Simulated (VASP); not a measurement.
# Zr7Cl (Im-3m) in VASP: notebook

Zr7Cl is run at these levels: PBE; tasks: relaxation of cell and atoms, single point.

Everything below comes from runs of VASP 6.6.1. Logs are shortened: lines on timing, memory, paths and dates and some standing lists are left out, and cuts for length are marked.

**1. The cell of the first run**

Symmetry: Im-3m, No. 229, cubic system. The conventional cell has a = 6.704 Å, b = 6.704 Å, c = 6.704 Å, α = 90.00°, β = 90.00°, γ = 90.00°. Within 3.8 Å of Zr (site symmetry 4/mmm) lie 12 Zr at 2.90 to 3.35 Å and 2 Cl at 3.35 Å. Within 3.8 Å of Zr (site symmetry -3m) lie 12 Zr at 2.90 to 3.35 Å and 2 Cl at 2.90 Å. Cl (site symmetry m-3m) has 14 Zr at 2.90 to 3.35 Å within 3.8 Å.

The cell was built from a structure type or drawn by symmetry, and may not be a known phase.

**2. Relaxation of cell and atoms, PBE**

Input file INCAR:

```
SYSTEM = Zr7Cl
PREC     = Accurate       ! precision mode
ENCUT    = 600            ! plane-wave cutoff, eV
EDIFF    = 1E-6           ! SCF threshold, eV
ISMEAR   = 0              ! smearing method
SIGMA    = 0.1            ! smearing width, eV
LREAL    = .False.        ! projectors in reciprocal space
LASPH    = .True.         ! aspherical terms in the spheres
NELM     = 60             ! most SCF steps
ALGO     = Normal         ! electronic algorithm
ISIF     = 3              ! what is computed and relaxed
LWAVE    = .False.        ! write WAVECAR
LCHARG   = .False.        ! write CHGCAR
GGA      = PE             ! functional
IBRION   = 2              ! ionic algorithm
NSW      = 90             ! ionic steps
EDIFFG   = -0.04          ! ionic threshold
```

Input file KPOINTS:

```
Automatic mesh
0
Gamma
  4 4 4
  0 0 0
```

Input file POSCAR:

```
Zr7Cl
1.0
   -3.3520002200      3.3520002200      3.3520002200
    3.3520002200     -3.3520002200      3.3520002200
    3.3520002200      3.3520002200     -3.3520002200
Zr Cl
7 1
Direct
    0.0000000000      0.5000000000      0.5000000000
    0.5000000000      0.5000000000      0.0000000000
    0.5000000000      0.0000000000      0.5000000000
    0.0000000000      0.0000000000      0.5000000000
    0.0000000000      0.5000000000      0.0000000000
    0.5000000000      0.0000000000      0.0000000000
    0.5000000000      0.5000000000      0.5000000000
    0.0000000000      0.0000000000      0.0000000000
```

Potentials or basis: VASP PAW PBE potentials, release 64 (Zr_sv, Cl).

Launch:

```console
> cat potpaw_PBE.64/Zr_sv/POTCAR potpaw_PBE.64/Cl/POTCAR > POTCAR
> mpirun -np 1 vasp_std > vasp.out
```

OUTCAR:

```text
SYSTEM = Zr7Cl
   PREC = Accurate
   ENCUT = 600
   EDIFF = 1E-6
   ISMEAR = 0
   LREAL = .False.
   LASPH = .True.
   NELM = 60
   ISIF = 3
   GGA = PE
   IBRION = 2
   NSW = 90
   EDIFFG = -0.04

 ion  position               nearest neighbor table
   1  0.000  0.500  0.500-   4 2.90   5 2.90   6 2.90   7 2.90   5 2.90   4 2.90   7 2.90   6 2.90
                             2 3.35   2 3.35   3 3.35   3 3.35
   2  0.500  0.500  0.000-   4 2.90   5 2.90   6 2.90   7 2.90   7 2.90   6 2.90   5 2.90   4 2.90
                             3 3.35   1 3.35   1 3.35   3 3.35
   3  0.500  0.000  0.500-   4 2.90   5 2.90   6 2.90   7 2.90   6 2.90   7 2.90   4 2.90   5 2.90
                             2 3.35   1 3.35   1 3.35   2 3.35
   4  0.000  0.000  0.500-   1 2.90   2 2.90   3 2.90   8 2.90   8 2.90   1 2.90   3 2.90   2 2.90
                             7 3.35   5 3.35   5 3.35   6 3.35   7 3.35   6 3.35
   5  0.000  0.500  0.000-   1 2.90   2 2.90   3 2.90   8 2.90   1 2.90   8 2.90   2 2.90   3 2.90
                             7 3.35   4 3.35   4 3.35   7 3.35   6 3.35   6 3.35
   6  0.500  0.000  0.000-   1 2.90   2 2.90   3 2.90   8 2.90   3 2.90   2 2.90   8 2.90   1 2.90
                             7 3.35   7 3.35   4 3.35   4 3.35   5 3.35   5 3.35
   7  0.500  0.500  0.500-   1 2.90   2 2.90   3 2.90   8 2.90   2 2.90   3 2.90   1 2.90   8 2.90
                             6 3.35   6 3.35   4 3.35   5 3.35   4 3.35   5 3.35
   8  0.000  0.000  0.000-   4 2.90   5 2.90   6 2.90   7 2.90   4 2.90   5 2.90   6 2.90   7 2.90

  LATTYP: Found a body centered cubic cell.
 ALAT       =     6.7040004400

  Lattice vectors:

 A1 = (  -3.3520002200,   3.3520002200,   3.3520002200)
 A2 = (   3.3520002200,  -3.3520002200,   3.3520002200)
 A3 = (   3.3520002200,   3.3520002200,  -3.3520002200)

Analysis of symmetry for initial positions (statically):
=====================================================================
 Subroutine PRICEL returns:
 Original cell was already a primitive cell.

 Routine SETGRP: Setting up the symmetry group for a
 body centered cubic supercell.

 Subroutine GETGRP returns: Found 48 space group operations
 (whereof 48 operations were pure point group operations)
 out of a pool of 48 trial point group operations.

The static configuration has the point symmetry O_h .

Analysis of symmetry for dynamics (positions and initial velocities):
=====================================================================
 Subroutine PRICEL returns:
 Original cell was already a primitive cell.

 Routine SETGRP: Setting up the symmetry group for a
 body centered cubic supercell.

 Subroutine GETGRP returns: Found 48 space group operations
 (whereof 48 operations were pure point group operations)
 out of a pool of 48 trial point group operations.

The dynamic configuration has the point symmetry O_h .

 Subroutine INISYM returns: Found 48 space group operations
 (whereof 48 operations are pure point group operations),
 and found     1 'primitive' translations

----------------------------------------------------------------------------------------

                                     Primitive cell

  volume of cell :     150.6510

  direct lattice vectors                    reciprocal lattice vectors
    -3.352000220  3.352000220  3.352000220     0.000000000  0.149164668  0.149164668
     3.352000220 -3.352000220  3.352000220     0.149164668  0.000000000  0.149164668
     3.352000220  3.352000220 -3.352000220     0.149164668  0.149164668  0.000000000

  length of vectors
     5.805834688  5.805834688  5.805834688     0.210950697  0.210950697  0.210950697

  position of ions in fractional coordinates (direct lattice)
     0.000000000  0.500000000  0.500000000
     0.500000000  0.500000000  0.000000000
     0.500000000  0.000000000  0.500000000
     0.000000000  0.000000000  0.500000000
     0.000000000  0.500000000  0.000000000
     0.500000000  0.000000000  0.000000000
     0.500000000  0.500000000  0.500000000
     0.000000000  0.000000000  0.000000000

  ion indices of the primitive-cell ions
   primitive index   ion index
                 1           1
                 2           2
                 3           3
                 4           4
                 5           5
                 6           6
                 7           7
                 8           8

----------------------------------------------------------------------------------------

 KPOINTS: Automatic mesh

Automatic generation of k-mesh.
 Grid dimensions read from file:
 generate k-points for:    4    4    4

 Generating k-lattice:

  Cartesian coordinates                     Fractional coordinates (reciprocal lattice)
     0.000000000  0.037291167  0.037291167     0.250000000  0.000000000  0.000000000
     0.037291167  0.000000000  0.037291167     0.000000000  0.250000000  0.000000000
     0.037291167  0.037291167  0.000000000     0.000000000  0.000000000  0.250000000

  Length of vectors
     0.052737674  0.052737674  0.052737674

  Shift w.r.t. Gamma in fractional coordinates (k-lattice)
     0.000000000  0.000000000  0.000000000

 Subroutine IBZKPT returns following result:
 ===========================================

 Found      8 irreducible k-points:

 Following reciprocal coordinates:
            Coordinates               Weight
  0.000000  0.000000  0.000000      1.000000
  0.250000  0.000000  0.000000     12.000000
  0.500000  0.000000  0.000000      6.000000
  0.250000  0.250000  0.000000     24.000000
  0.250000  0.250000  0.250000      2.000000
 -0.250000  0.250000  0.250000      6.000000
  0.500000  0.500000  0.250000     12.000000
  0.500000  0.500000  0.500000      1.000000
   k-points           NKPTS =      8   k-points in BZ     NKDIM =      8   number of bands    NBANDS=     54
   number of dos      NEDOS =    301   number of ions     NIONS =      8
   total plane-waves  NPLWV = 110592
   dimension x,y,z NGX =    48 NGY =   48 NGZ =   48
   dimension x,y,z NGXF=    96 NGYF=   96 NGZF=   96
   ions per type =               7   1
   NGX,Y,Z   is equivalent  to a cutoff of  13.74, 13.74, 13.74 a.u.
   NGXF,Y,Z  is equivalent  to a cutoff of  27.49, 27.49, 27.49 a.u.
 SYSTEM =  Zr7Cl
   PREC   = accura    normal or accurate (medium, high low for compatibility)
   ISTART =      0    job   : 0-new  1-cont  2-samecut
   ICHARG =      2    charge: 1-file 2-atom 10-const
   ISPIN  =      1    spin polarized calculation?
   LNONCOLLINEAR =      F non collinear calculations
   LSORBIT =      F    spin-orbit coupling
   LASPH  =      T    aspherical Exc in radial PAW
   ENCUT  =  600.0 eV  44.10 Ry    6.64 a.u.  11.60 11.60 11.60*2*pi/ulx,y,z
   NELM   =     60;   NELMIN=  2; NELMDL= -5     # of ELM steps
   EDIFF  = 0.1E-05   stopping-criterion for ELM
   LREAL  =      F    real-space projection
   EDIFFG = -.4E-01   stopping-criterion for IOM
   NSW    =     90    number of steps for IOM
   IBRION =      2    ionic relax: 0-MD 1-quasi-New 2-CG
   NFREE  =      1    steps in history (QN), initial steepest desc. (CG)
   ISIF   =      3    stress and relaxation
   ISYM   =      2    0-nonsym 1-usesym 2-fastsym
   POTIM  = 0.5000    time-step for ionic-motion
   TEBEG  =    0.0;   TEEND  =   0.0 temperature during run
   PSTRESS=    0.0 pullay stress
   NELECT =      91.0000    total number of electrons
   NUPDOWN=      -1.0000    fix difference up-down
   EMIN   =  10.00;   EMAX   =-10.00  energy-range for DOS
   EFERMI =   0.00;   METHOD = LEGACY
   ISMEAR =     0;   SIGMA  =   0.10  broadening in eV -4-tet -1-fermi 0-gaus
   EFERMI_NEDOS =   21; number of points for ismear=-14 and -15
   IALGO  =     38    algorithm
   IMIX   =      4    mixing-type and parameters
     AMIX     =   0.40;   BMIX     =  1.00
     AMIX_MAG =   1.60;   BMIX_MAG =  1.00
  volume/ion in A,a.u.               =      18.83       127.08
  Fermi-wavevector in a.u.,A,eV,Ry     =   1.383878  2.615151 26.056781  1.915119
  Thomas-Fermi vector in A             =   2.508435
   LORBIT       =      0    0 simple, 1 ext, 2 COOP (PROOUT), +10 PAW based schemes
   GGA     = PE    functional components
   LHFCALC =     F    Hartree Fock is set to
   AEXX    =    0.0000 exact exchange contribution
   IVDW    =     0    specifies the selected vdW correction
   LEPSILON=     F    determine dielectric tensor
   LRPA    =     F    only Hartree local field effects (RPA)
 conjugate gradient relaxation of ions
 non-spin polarized calculation
 Gauss-broadening in eV      SIGMA  =   0.10
  energy-cutoff  :      600.00
  volume of cell :      150.65
 maximum number of plane-waves:      5045
 NGX is ok and might be reduce to    48
   NGX = 23   NGY = 23   NGZ = 23

--------------------------------------- Ionic step        1  -------------------------------------------

 number of electron      90.9999999 magnetization

 Free energy of the ion-electron system (eV)
  ---------------------------------------------------
  ext. energy  EPLUGINS =         0.00000000
  ---------------------------------------------------
  free energy    TOTEN  =       -58.72002139 eV

  energy without entropy =      -58.67845283  energy(sigma->0) =      -58.69923711

 E-fermi :  10.9441     XC(G=0): -11.8517

 val. band max:       10.9152826039   @ k =   0.2500   0.2500   0.2500
 cond. band min:      10.9599555965   @ k =   0.5000   0.5000   0.2500
 fundamental gap:      0.0446729926
 Fermi energy:        10.9441330915

 k-point     1 :       0.0000    0.0000    0.0000
  band No.  band energies     occupation
      1     -37.3903      2.00000
      2     -37.2079      2.00000
      3     -37.2079      2.00000
      4     -37.2079      2.00000
      5     -36.8270      2.00000
      6     -36.8270      2.00000
[... 526 lines left out ...]
  energy  without entropy=      -59.5555872534  energy(sigma->0) =      -59.61035896

--------------------------------------- Ionic step        3  -------------------------------------------

 number of electron      91.0000002 magnetization

 Free energy of the ion-electron system (eV)
  ---------------------------------------------------
  ext. energy  EPLUGINS =         0.00000000
  ---------------------------------------------------
  free energy    TOTEN  =       -60.06807637 eV

  energy without entropy =      -59.95222341  energy(sigma->0) =      -60.01014989

 E-fermi :   8.7947     XC(G=0): -11.0252

 val. band max:        8.7794717660   @ k =   0.5000   0.0000   0.0000
 cond. band min:       8.8044331453   @ k =   0.2500   0.0000   0.0000
 fundamental gap:      0.0249613793
 Fermi energy:         8.7946766179

 k-point     1 :       0.0000    0.0000    0.0000
  band No.  band energies     occupation
      1     -39.8921      2.00000
      2     -39.8292      2.00000
      3     -39.8292      2.00000
      4     -39.8292      2.00000
      5     -39.4224      2.00000
      6     -39.4224      2.00000
[... 480 lines left out ...]
  FREE ENERGIE OF THE ION-ELECTRON SYSTEM (eV)
  ---------------------------------------------------
  free  energy   TOTEN  =       -60.0680763663 eV

  energy  without entropy=      -59.9522234091  energy(sigma->0) =      -60.01014989

 reached required accuracy - stopping structural energy minimisation
```

It took 8.2 min on 1 thread of Intel Xeon 8259CL, shared host; peak memory 0.36 GiB.

What came out:

```yaml
Free_energy: -60.0681 eV
Relaxed_volume: 22.44 Å³/atom
Relaxed_cell: a = 6.155 Å, b = 6.155 Å, c = 6.155 Å, α = 109.47°, β = 109.47°, γ = 109.47°
Space_group_after_relaxing_to_0.1_Å: Im-3m (No. 229)
Energy_gained_by_relaxing: 168.5 meV/atom
Ionic_steps: 3
Pressure_after_relaxing: 0.1 GPa
Band_gap_on_the_k_mesh: zero (an odd number of electrons rules out a gap without spin polarisation)
```

Step by step:
```
step  energy change (eV)  largest force (eV/Å)  pressure (GPa)  volume (Å³)
   1              0.0000                0.0000           16.95       150.65
   2             -0.9451                0.0000           -6.52       198.40
   3             -1.3481                0.0000            0.08       179.49
```

Final structure:
```xyz
8
Lattice="-3.5535 3.5535 3.5535 3.5535 -3.5535 3.5535 3.5535 3.5535 -3.5535" Properties=species:S:1:pos:R:3 pbc="T T T"
Zr    3.5535    0.0000    0.0000
Zr    0.0000    0.0000    3.5535
Zr    0.0000    3.5535    0.0000
Zr    1.7768    1.7768   -1.7768
Zr    1.7768   -1.7768    1.7768
Zr   -1.7768    1.7768    1.7768
Zr    1.7768    1.7768    1.7768
Cl    0.0000    0.0000    0.0000
```

Caveat: the volume moved by over 15 % at a fixed basis, so the end points are rough; an odd number of electrons without spin polarisation forces a metal; a magnetic or distorted state may lie lower.

**3. Single point, PBE, collinear spin**

This run uses another cell than the first one, of 22.44 Å³/atom.

Input file INCAR:

```
  PREC = Accurate
  ENCUT = 520
  EDIFF = 1E-7
  ISMEAR = 0
  SIGMA = 0.1
  LREAL = F
  LASPH = T
  NELM = 150
  ALGO = Normal
  ISIF = 2
  LWAVE = F
  LCHARG = F
  ISPIN = 2
  MAGMOM = 1 1 1 1 1 1 1 0
  LORBIT = 11
  LMAXMIX = 4
  GGA = PE
  NBANDS = 60
```

Input file KPOINTS:

```
Automatic mesh
0
Gamma
  4 4 4
```

Edit POSCAR of step 2 so:

```diff
@@ -2,5 +2,5 @@
 1.0
-   -3.3520002200      3.3520002200      3.3520002200
-    3.3520002200     -3.3520002200      3.3520002200
-    3.3520002200      3.3520002200     -3.3520002200
+   -3.5537264628      3.5537264628      3.5537264628
+    3.5537264628     -3.5537264628      3.5537264628
+    3.5537264628      3.5537264628     -3.5537264628
 Zr Cl
```

Potentials or basis: VASP PAW PBE potentials, release 64 (Zr_sv, Cl).

Launch:

```console
> cat potpaw_PBE.64/Zr_sv/POTCAR potpaw_PBE.64/Cl/POTCAR > POTCAR
> mpirun -np 1 vasp_std > vasp.out
```

Run time: 8.8 min. Hardware: 1 thread of Intel Xeon 8259CL, shared host; peak memory 0.46 GiB.

The run converged. Its results:

```
Free energy                                           : -60.1062 eV
Pressure                                              : 0.2 GPa
Net moment                                            : 3.09 μB per cell
Site moments                                          : Zr +0.25, +0.26 (each value once); Cl +0.02 μB
Valence electrons inside the program's atomic spheres : Zr 9.93, 9.84 (each value once); Cl 4.99
```

Levels at points of the mesh, in eV from the Fermi level:
Spin up:
| k point | band 44 | band 45 | band 46 | band 47 | band 48 | band 49 |
| --- | --- | --- | --- | --- | --- | --- |
| (0.00, 0.00, 0.00) | -1.01 | -0.21 | -0.21 | -0.21 | 1.60 | 1.60 |
| (0.50, 0.00, 0.00) | -0.23 | -0.22 | -0.20 | -0.20 | -0.19 | 0.11 |
| (0.50, 0.50, 0.50) | -0.38 | -0.38 | 0.17 | 0.17 | 0.17 | 0.67 |
Spin down:
```tsv
k point	band 42	band 43	band 44	band 45	band 46	band 47
(0.00, 0.00, 0.00)	-0.67	-0.67	-0.67	0.14	0.14	0.14
(0.50, 0.00, 0.00)	-0.42	-0.17	0.08	0.10	0.12	0.16
(0.50, 0.50, 0.50)	-0.08	-0.08	-0.08	-0.07	0.53	0.53
```
